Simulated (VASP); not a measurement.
Write the native input for VASP 6.6.1 that does the following.

```
Task                   : relaxation of cell and atoms
Functional             : r2SCAN
Potentials or basis    : VASP PAW PBE potentials, release 64 (Co, W_sv)
Cutoff                 : 600 eV
k mesh                 : 6 × 6 × 6
Occupations            : gaussian, width 0.1 eV
Spin                   : collinear spin, ferromagnetic start
Starting moments       : [0.2, 0.0] μB
Dipole correction      : no
Further INCAR settings : ALGO = Normal; EDIFF = 1e-06; IBRION = 2; EDIFFG = -0.04; NSW = 90; ISIF = 3
```

The system is CoW.

```
Co W
1.0
     0.00000    2.36479    2.36479
     2.36479    0.00000    2.36479
     2.36479    2.36479    0.00000
Co W
1 1
Direct
  0.00000 0.00000 0.00000
  0.50000 0.50000 0.50000
```

One way to write it, as run:

POSCAR

```
CoW
1.0
    0.0000000000      2.3647919734      2.3647919734
    2.3647919734      0.0000000000      2.3647919734
    2.3647919734      2.3647919734      0.0000000000
Co W
1 1
Direct
    0.0000000000      0.0000000000      0.0000000000
    0.5000000000      0.5000000000      0.5000000000
```

INCAR.step1

```
SYSTEM = CoW
  PREC = Accurate
  ENCUT = 600
  ISMEAR = 0
  SIGMA = 0.1
  LREAL = .False.
  LASPH = .True.
  NELM = 150
  ISPIN = 2
  MAGMOM = 0.2 0
  LMAXMIX = 4
  GGA = PE
  ALGO = Normal
  EDIFF = 1E-4
  LWAVE = .True.
  LCHARG = .False.
```

INCAR.step2

```
SYSTEM = CoW
  PREC = Accurate
  ENCUT = 600
  EDIFF = 1E-6
  ISMEAR = 0
  SIGMA = 0.1
  LREAL = .False.
  LASPH = .True.
  NELM = 150
  ALGO = Normal
  ISIF = 3
  LWAVE = .False.
  LCHARG = .False.
  ISPIN = 2
  MAGMOM = 0.2 0
  LORBIT = 11
  LMAXMIX = 4
  METAGGA = R2SCAN
  LMIXTAU = .True.
  IBRION = 2
  NSW = 90
  EDIFFG = -0.04
  ISTART = 1
```

KPOINTS

```
regular mesh
0
Gamma
  6 6 6
  0 0 0
```

Potentials or basis: VASP PAW PBE potentials, release 64 (Co, W_sv).

Command:

```bash
$ cat potpaw_PBE.64/Co/POTCAR potpaw_PBE.64/W_sv/POTCAR > POTCAR
$ cp INCAR.step1 INCAR
$ mpirun -np 1 vasp_std > vasp.out
$ cp INCAR.step2 INCAR
$ mpirun -np 1 vasp_std > vasp.out
```

Results of the run:

```
Relaxed volume                                        : 14.16 Å³/atom
Relaxed cell                                          : a = 3.421 Å, b = 3.421 Å, c = 3.421 Å, α = 60.00°, β = 60.00°, γ = 60.00°
Space group after relaxing (to 0.1 Å)                 : Fm-3m (No. 225)
Energy gained by relaxing                             : 54.5 meV/atom
Ionic steps                                           : 4
Pressure after relaxing                               : -0.2 GPa
Net moment                                            : 0.00 μB per cell
Valence electrons inside the program's atomic spheres : Co 8.75; W 11.94
```

Caveat: the k points lie up to 0.37 Å⁻¹ apart in the final cell; the PAW data sets were made with another functional, which shifts forces and pressure a little.

Wall time 2.5 min on 1 thread of Intel(R) Xeon(R) 6975P-C (Granite Rapids), with other jobs on the host, peak memory 0.2 GiB.
